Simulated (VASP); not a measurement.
A run of VASP 6.6.1 is set up as follows.

INCAR

```
SYSTEM = C
ALGO = Normal ; EDIFF = 1E-6
ENCUT = 520 ; ISIF = 2
ISMEAR = 0 ; LASPH = .True.
LCHARG = .False. ; LREAL = .False.
LWAVE = .False. ; NBANDS = 11
NELM = 100 ; PREC = Accurate
SIGMA = 0.05
```

KPOINTS

```
k-points
0
Gamma
  12 12 12
  0 0 0
```

POSCAR

```
C
1.0
    0.0000000000      1.7057615711      1.6651644457
    1.7057615711      0.0000000000      1.6651644457
    1.7057615711      1.7057615711      0.0000000000
C
2
Direct
    0.5000000000      0.5000000000      0.5000000000
    0.7500000000      0.7500000000      0.7500000000
```

Potentials or basis: VASP PAW LDA potentials, release 64 (C).

Command:

```sh
$ cat potpaw_LDA.64/C/POTCAR > POTCAR
$ mpirun -np 1 vasp_std > vasp.out
```

Predict the pressure.

77.6 GPa.

What does it give for the band gap on the k mesh?

3.86 eV, indirect (least direct gap 5.52 eV).

Stress tensor (GPa, compression positive):
```
69.15  0.00  0.00
 0.00 69.15  0.00
 0.00  0.00 94.58
```

 A k mesh can miss the band edges.
